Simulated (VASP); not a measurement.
# SbPt (P6_3/mmc) in VASP: further runs

The runs below take SbPt through electric field gradients, with LDA.

All numbers are computed with VASP 6.6.1; they aren't measurements. Logs are shortened: lines on timing, memory, paths and dates and some standing lists are left out, and cuts for length are marked.

### 1 The cell of the first run

It takes space group P6_3/mmc (No. 194, hexagonal). Conventional cell: a = 4.116 Å, b = 4.116 Å, c = 5.454 Å, α = 90.00°, β = 90.00°, γ = 120.00°. Sb (site symmetry -6m2) has 6 Pt at 2.74 Å and 6 Sb at 3.62 Å within 3.7 Å. Within 3.6 Å of Pt (site symmetry -3m) lie 2 Pt at 2.73 Å and 6 Sb at 2.74 Å.

### 2 Electric field gradients, LDA (20.01 Å³/atom)

INCAR reads:

```
SYSTEM = SbPt
ALGO     = Normal         ! electronic algorithm
EDIFF    = 1E-8           ! SCF threshold, eV
ENCUT    = 430            ! plane-wave cutoff, eV
GGA      = CA             ! functional
GGA_COMPAT= .FALSE.      
ISIF     = 2              ! what is computed and relaxed
ISMEAR   = -1             ! smearing method
LASPH    = .TRUE.         ! aspherical terms in the spheres
LCHARG   = .FALSE.        ! write CHGCAR
LEFG     = .TRUE.       
LREAL    = .FALSE.        ! projectors in reciprocal space
LWAVE    = .FALSE.        ! write WAVECAR
NBANDS   = 41             ! bands
NELM     = 120            ! most SCF steps
PREC     = Accurate       ! precision mode
SIGMA    = 0.08           ! smearing width, eV
```

KPOINTS reads:

```
k-points
0
G
  11 11 8
  0 0 0
```

POSCAR reads:

```
SbPt
1.0
    4.1161850655      0.0000000000      0.0000000000
   -2.0580925328      3.5647208334      0.0000000000
    0.0000000000      0.0000000000      5.4536988600
Sb Pt
2 2
Direct
    0.3333333333      0.6666666667      0.2500000000
    0.6666666667      0.3333333333      0.7500000000
    0.0000000000      0.0000000000      0.0000000000
    0.0000000000      0.0000000000      0.5000000000
```

Potentials or basis: VASP PAW LDA potentials, release 64 (Sb_d_GW, Pt_sv_GW).

The run is started by

```console
$ cat potpaw_LDA.64/Sb_d_GW/POTCAR potpaw_LDA.64/Pt_sv_GW/POTCAR > POTCAR
$ mpirun -np 1 vasp_std > vasp.out
```

OUTCAR:

```text
SYSTEM = SbPt
   EDIFF = 1E-8
   ENCUT = 430
   GGA = CA
   ISIF = 2
   ISMEAR = -1
   LASPH = .TRUE.
   LREAL = .FALSE.
   NELM = 120
   PREC = Accurate

 ion  position               nearest neighbor table
   1  0.333  0.667  0.250-   3 2.74   4 2.74   3 2.74   4 2.74   3 2.74   4 2.74
   2  0.667  0.333  0.750-   3 2.74   4 2.74   3 2.74   4 2.74   3 2.74   4 2.74
   3  0.000  0.000  0.000-   4 2.73   4 2.73   1 2.74   2 2.74   2 2.74   1 2.74   2 2.74   1 2.74

   4  0.000  0.000  0.500-   3 2.73   3 2.73   1 2.74   2 2.74   2 2.74   1 2.74   2 2.74   1 2.74

  LATTYP: Found a hexagonal cell.
 ALAT       =     4.1161850655
 C/A-ratio  =     1.3249401505

  Lattice vectors:

 A1 = (   4.1161850655,   0.0000000000,   0.0000000000)
 A2 = (  -2.0580925328,   3.5647208334,   0.0000000000)
 A3 = (   0.0000000000,   0.0000000000,   5.4536988600)

Analysis of symmetry for initial positions (statically):
=====================================================================
 Subroutine PRICEL returns:
 Original cell was already a primitive cell.

 Routine SETGRP: Setting up the symmetry group for a
 hexagonal supercell.

 Subroutine GETGRP returns: Found 24 space group operations
 (whereof 12 operations were pure point group operations)
 out of a pool of 24 trial point group operations.

The static configuration has the point symmetry D_3d.
 The point group associated with its full space group is D_6h.

Analysis of symmetry for dynamics (positions and initial velocities):
=====================================================================
 Subroutine PRICEL returns:
 Original cell was already a primitive cell.

 Routine SETGRP: Setting up the symmetry group for a
 hexagonal supercell.

 Subroutine GETGRP returns: Found 24 space group operations
 (whereof 12 operations were pure point group operations)
 out of a pool of 24 trial point group operations.

The dynamic configuration has the point symmetry D_3d.
 The point group associated with its full space group is D_6h.

 Subroutine INISYM returns: Found 24 space group operations
 (whereof 12 operations are pure point group operations),
 and found     1 'primitive' translations

----------------------------------------------------------------------------------------
[... 142 lines left out ...]

  energy without entropy =      -25.86750832  energy(sigma->0) =      -25.88825191

 E-fermi :   8.5076     XC(G=0): -12.2942

 val. band max:        8.4851808775   @ k =   0.4545   0.0909   0.1250
 cond. band min:       8.5080860392   @ k =   0.2727   0.0909   0.5000
 fundamental gap:      0.0229051617
 Fermi energy:         8.5075656183

 k-point     1 :       0.0000    0.0000    0.0000
  band No.  band energies     occupation
      1     -90.0553      2.00000
      2     -90.0406      2.00000
      3     -44.8053      2.00000
      4     -44.5670      2.00000
      5     -44.5670      2.00000
      6     -44.5368      2.00000
[... 1045 lines left out ...]
     40      15.1855      0.00000
     41      16.0961      0.00000

 [... further k-points ...]

------------------------ aborting loop because EDIFF is reached ----------------------------------------

  FORCE on cell =-STRESS in cart. coord.  units (eV):
  Direction    XX          YY          ZZ          XY          YZ          ZX
  --------------------------------------------------------------------------------------
  -------------------------------------------------------------------------------------
  Total        0.2580082      0.2580082     -0.1974264     -0.0000000      0.0000000     -0.0000000
  in kB        5.1657394      5.1657394     -3.9527939     -0.0000000      0.0000000     -0.0000000
  external PRESSURE =       2.1262283 kB  Pullay stress =       0.0000000 kB

 VOLUME and BASIS-vectors are now :
 -----------------------------------------------------------------------------
  energy-cutoff  :      430.00
  volume of cell :       80.02
      direct lattice vectors                 reciprocal lattice vectors
     4.116185065  0.000000000  0.000000000     0.242943401  0.140263438  0.000000000
    -2.058092533  3.564720833  0.000000000     0.000000000  0.280526876  0.000000000
     0.000000000  0.000000000  5.453698860     0.000000000  0.000000000  0.183361793

 POSITION                                       TOTAL-FORCE (eV/Angst)
 -----------------------------------------------------------------------------------
     -0.00000      2.37648      1.36342         0.000000      0.000000      0.000000
      2.05809      1.18824      4.09027        -0.000000     -0.000000      0.000000
      0.00000      0.00000      0.00000        -0.000000     -0.000000      0.000000
      0.00000      0.00000      2.72685        -0.000000     -0.000000      0.000000
 -----------------------------------------------------------------------------------
    total drift:                               -0.000000      0.000000      0.000000

  FREE ENERGIE OF THE ION-ELECTRON SYSTEM (eV)
  ---------------------------------------------------
  free  energy   TOTEN  =       -25.9089954906 eV

  energy  without entropy=      -25.8675083201  energy(sigma->0) =      -25.88825191

 Electric field gradients (V/A^2)
---------------------------------------------------------------------
 ion       V_xx      V_yy      V_zz      V_xy      V_xz      V_yz
---------------------------------------------------------------------
   1      -9.068    -9.063    18.131     0.004    -0.000     0.000
   2      -9.068    -9.063    18.131     0.004     0.000    -0.000
   3      53.985    53.985  -107.970     0.001     0.000    -0.000
   4      53.985    53.985  -107.970     0.001    -0.000     0.000
---------------------------------------------------------------------

 Electric field gradients after diagonalization (V/A^2)
 (convention: |V_zz| > |V_xx| > |V_yy|)
----------------------------------------------------------------------
 ion       V_xx      V_yy      V_zz     asymmetry (V_yy - V_xx)/ V_zz
----------------------------------------------------------------------
   1      -9.071    -9.060    18.131       0.001
   2      -9.071    -9.060    18.131       0.001
   3      53.986    53.984  -107.970       0.000
   4      53.986    53.984  -107.970       0.000
----------------------------------------------------------------------

           NMR quadrupolar parameters

 Cq : quadrupolar parameter    Cq=e*Q*V_zz/h
 eta: asymmetry parameters     (V_yy - V_xx)/ V_zz
 Q  : nuclear electric quadrupole moment in mb (millibarn)
----------------------------------------------------------------------
 ion       Cq(MHz)       eta       Q (mb)
----------------------------------------------------------------------
   1       0.044       0.001       1.000
   2       0.044       0.001       1.000
   3      -0.261       0.000       1.000
   4      -0.261       0.000       1.000
----------------------------------------------------------------------
```

OSZICAR:

```text
N       E                     dE             d eps       ncg     rms          rms(c)
DAV:   1     0.812886066309E+03    0.81289E+03   -0.26073E+04 11239   0.137E+04
DAV:   2     0.765919194658E+02   -0.73629E+03   -0.71234E+03 12417   0.214E+03
DAV:   3    -0.228019898203E+02   -0.99394E+02   -0.94984E+02 13025   0.381E+02
DAV:   4    -0.290526533452E+02   -0.62507E+01   -0.60435E+01 12518   0.783E+01
DAV:   5    -0.292896897984E+02   -0.23704E+00   -0.22462E+00 11118   0.165E+01    0.105E+02
DAV:   6    -0.262425104528E+02    0.30472E+01   -0.17188E+01 12314   0.456E+01    0.577E+01
DAV:   7    -0.262649160730E+02   -0.22406E-01   -0.46938E+00 11120   0.512E+01    0.215E+01
DAV:   8    -0.259048052431E+02    0.36011E+00   -0.87846E-01 11958   0.163E+01    0.556E-01
DAV:   9    -0.259102738956E+02   -0.54687E-02   -0.92502E-02 11216   0.465E+00    0.102E+00
DAV:  10    -0.259091925416E+02    0.10814E-02   -0.31423E-03 11212   0.613E-01    0.314E-01
DAV:  11    -0.259090211418E+02    0.17140E-03   -0.52137E-04 11384   0.327E-01    0.191E-01
DAV:  12    -0.259089949781E+02    0.26164E-04   -0.12973E-04 11712   0.146E-01    0.380E-02
DAV:  13    -0.259089958242E+02   -0.84615E-06   -0.70493E-06 11008   0.326E-02    0.210E-02
DAV:  14    -0.259089956720E+02    0.15218E-06   -0.42386E-07  8816   0.263E-02    0.189E-02
DAV:  15    -0.259089955164E+02    0.15568E-06   -0.14619E-07  8760   0.747E-03    0.540E-03
DAV:  16    -0.259089954849E+02    0.31418E-07   -0.31583E-07  9600   0.635E-03    0.147E-03
DAV:  17    -0.259089954906E+02   -0.56552E-08   -0.92240E-09  4872   0.178E-03
   1 F= -.25908995E+02 E0= -.25888252E+02  d E =-.414872E-01
```

Run time: 4.8 min. Hardware: 1 thread of Intel Xeon Platinum 8375C at 2.90GHz (Ice Lake), shared host; peak memory 0.3 GiB.

Results:

* Free energy: -25.9090 eV
* Pressure: 0.2 GPa
* Band gap on the k mesh: zero (bands 33 and 34 overlap by 4.01 eV)
* Largest electric field gradient by atom: Sb +18.1; Pt -108.0 V/Å²

Electric field gradients, principal values (V/Å²):
```
atom   least  middle  greatest (by size)
1 Sb  -9.060  -9.071              18.131
2 Sb  -9.060  -9.071              18.131
3 Pt  53.984  53.986            -107.970
4 Pt  53.984  53.986            -107.970
```

Caveat: without QUAD_EFG the Cq values of the log hold for a quadrupole moment of 1 mb, not for the nuclei; spin-orbit coupling is left out, which moves the levels of the heavy elements.

### 3 Electric field gradients, LDA (zz strain of -1 %)

INCAR reads:

```
SYSTEM = SbPt
ALGO     = Normal         ! electronic algorithm
EDIFF    = 1E-8           ! SCF threshold, eV
ENCUT    = 430            ! plane-wave cutoff, eV
GGA_COMPAT= .False.      
ISIF     = 2              ! what is computed and relaxed
ISMEAR   = -1             ! smearing method
LASPH    = .True.         ! aspherical terms in the spheres
LCHARG   = .False.        ! write CHGCAR
LEFG     = .True.       
LREAL    = .False.        ! projectors in reciprocal space
LWAVE    = .False.        ! write WAVECAR
NBANDS   = 41             ! bands
NELM     = 120            ! most SCF steps
PREC     = Accurate       ! precision mode
SIGMA    = 0.08           ! smearing width, eV
```

KPOINTS reads:

```
k-points
0
Gamma
  11 11 8
  0 0 0
```

POSCAR reads:

```
SbPt
1.0
    4.1299978706      0.0000000000      0.0000000000
   -2.0649989353      3.5766830735      0.0000000000
    0.0000000000      0.0000000000      5.4172800000
Sb Pt
2 2
Direct
    0.3333333333      0.6666666667      0.2500000000
    0.6666666667      0.3333333333      0.7500000000
    0.0000000000      0.0000000000      0.0000000000
    0.0000000000      0.0000000000      0.5000000000
```

Potentials or basis: VASP PAW LDA potentials, release 64 (Sb_d_GW, Pt_sv_GW).

The run is started by

```console
$ cat potpaw_LDA.64/Sb_d_GW/POTCAR potpaw_LDA.64/Pt_sv_GW/POTCAR > POTCAR
$ mpirun -np 1 vasp_std > vasp.out
```

OUTCAR:

```text
SYSTEM = SbPt
   EDIFF = 1E-8
   ENCUT = 430
   ISIF = 2
   ISMEAR = -1
   LASPH = .True.
   LREAL = .False.
   NELM = 120
   PREC = Accurate

 ion  position               nearest neighbor table
   1  0.333  0.667  0.250-   3 2.74   4 2.74   3 2.74   4 2.74   3 2.74   4 2.74
   2  0.667  0.333  0.750-   3 2.74   4 2.74   3 2.74   4 2.74   3 2.74   4 2.74
   3  0.000  0.000  0.000-   4 2.71   4 2.71   1 2.74   2 2.74   1 2.74   2 2.74   2 2.74   1 2.74

   4  0.000  0.000  0.500-   3 2.71   3 2.71   1 2.74   2 2.74   1 2.74   2 2.74   2 2.74   1 2.74

  LATTYP: Found a hexagonal cell.
 ALAT       =     4.1299978706
 C/A-ratio  =     1.3116907489

  Lattice vectors:

 A1 = (   4.1299978706,   0.0000000000,   0.0000000000)
 A2 = (  -2.0649989353,   3.5766830735,   0.0000000000)
 A3 = (   0.0000000000,   0.0000000000,   5.4172800000)

Analysis of symmetry for initial positions (statically):
=====================================================================
 Subroutine PRICEL returns:
 Original cell was already a primitive cell.

[... 1262 lines left out ...]
      2.06500      1.19223      4.06296         0.000000     -0.000000      0.000000
      0.00000      0.00000      0.00000        -0.000000      0.000000     -0.000000
      0.00000      0.00000      2.70864         0.000000      0.000000     -0.000000
 -----------------------------------------------------------------------------------
    total drift:                               -0.000000     -0.000000      0.000000

  FREE ENERGIE OF THE ION-ELECTRON SYSTEM (eV)
  ---------------------------------------------------
  free  energy   TOTEN  =       -25.9093336258 eV

  energy  without entropy=      -25.8690177935  energy(sigma->0) =      -25.88917571

 Electric field gradients (V/A^2)
---------------------------------------------------------------------
 ion       V_xx      V_yy      V_zz      V_xy      V_xz      V_yz
---------------------------------------------------------------------
   1      -9.596    -9.592    19.188     0.003    -0.000    -0.000
   2      -9.596    -9.592    19.188     0.003     0.000     0.000
   3      61.347    61.348  -122.695     0.001     0.000    -0.000
   4      61.347    61.348  -122.695     0.001    -0.000     0.000
---------------------------------------------------------------------

 Electric field gradients after diagonalization (V/A^2)
 (convention: |V_zz| > |V_xx| > |V_yy|)
----------------------------------------------------------------------
 ion       V_xx      V_yy      V_zz     asymmetry (V_yy - V_xx)/ V_zz
----------------------------------------------------------------------
   1      -9.598    -9.590    19.188       0.000
   2      -9.598    -9.590    19.188       0.000
   3      61.349    61.346  -122.695       0.000
   4      61.349    61.346  -122.695       0.000
----------------------------------------------------------------------

           NMR quadrupolar parameters

 Cq : quadrupolar parameter    Cq=e*Q*V_zz/h
 eta: asymmetry parameters     (V_yy - V_xx)/ V_zz
 Q  : nuclear electric quadrupole moment in mb (millibarn)
----------------------------------------------------------------------
 ion       Cq(MHz)       eta       Q (mb)
----------------------------------------------------------------------
   1       0.046       0.000       1.000
   2       0.046       0.000       1.000
   3      -0.297       0.000       1.000
   4      -0.297       0.000       1.000
----------------------------------------------------------------------
```

stdout:

```text
POSCAR found type information on POSCAR SbPt
 POSCAR found :  2 types and       4 ions
 scaLAPACK will be used
 LDA part: xc-table for (Slater(with rela. corr.)+CA(PZ))
 , standard interpolation
 POSCAR, INCAR and KPOINTS ok, starting setup
 FFT: planning ... GRIDC
 FFT: planning ... GRID_SOFT
 FFT: planning ... GRID
 WAVECAR not read
 entering main loop
ion   1

ion   2

ion   3

ion   4
```

Wall time 5.6 min (1 thread of Intel Xeon Platinum 8259CL at 2.50GHz (Skylake/Cascade Lake), shared host); peak memory 0.3 GiB.

What came out:

| Property | Result |
| --- | --- |
| Free energy | -25.9093 eV |
| Pressure | 0.5 GPa |
| Band gap on the k mesh | zero (bands 33 and 34 overlap by 4.00 eV) |
| Largest electric field gradient by atom | Sb +19.2; Pt -122.7 V/Å² |

Electric field gradients, principal values (V/Å²):
| atom | least | middle | greatest (by size) |
| --- | --- | --- | --- |
| 1 Sb | -9.590 | -9.598 | 19.188 |
| 2 Sb | -9.590 | -9.598 | 19.188 |
| 3 Pt | 61.346 | 61.349 | -122.695 |
| 4 Pt | 61.346 | 61.349 | -122.695 |

Caveat: the cell differs from its parent crystal (zz strain of -1 %); without QUAD_EFG the Cq values of the log hold for a quadrupole moment of 1 mb, not for the nuclei; spin-orbit coupling is left out, which moves the levels of the heavy elements.

(Part 1 of 2 ends here.)

The gap in the log of VASP goes by the Fermi energy; the results here count the filled bands.